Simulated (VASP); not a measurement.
The system is Pt.

```
Pt
1.0
     2.77000    0.00000    0.00000
    -1.38500    2.39889    0.00000
     0.00000    0.00000    4.52341
Pt
2
Direct
  0.33333 0.66667 0.25000
  0.66667 0.33333 0.75000
```

```yaml
Program: VASP 6.6.1
Task: relaxation of cell and atoms
Functional: PBEsol
Potentials_or_basis: VASP PAW PBE potentials, release 64 (Pt)
Cutoff: 600 eV
k_mesh: 18 × 18 × 10
Occupations: fermi-dirac, width 0.1 eV
Spin: no spin polarisation
```

At the start: pressure 2.0 GPa; volume 15.03 Å³/atom.

How do energy, volume and symmetry change on relaxing?

Over 8 steps the energy falls by 14.2 meV/atom and the volume is 15.14 Å³/atom (+0.7 %); space group P6_3/mmc (No. 194, to 0.05 Å).

The path:
```csv
step,energy change (eV),largest force (eV/Å),pressure (GPa),volume (Å³)
1,0.0000,0.0000,1.96,30.06
2,-0.0167,0.0000,-5.27,30.85
3,-0.0185,0.0000,-3.70,30.66
4,-0.0272,0.0000,0.76,30.20
5,-0.0282,0.0000,-0.41,30.31
6,-0.0282,0.0000,-0.47,30.32
7,-0.0283,0.0000,0.15,30.25
8,-0.0283,0.0000,-0.08,30.27
```

Final structure:
```
Pt
1.0
     2.73256    0.00000    0.00000
    -1.36628    2.36647    0.00000
     0.00000    0.00000    4.68150
Pt
2
Direct
  0.33333 0.66667 0.25000
  0.66667 0.33333 0.75000
```

Caveat: the PAW data sets were made with another functional, which shifts forces and pressure a little.
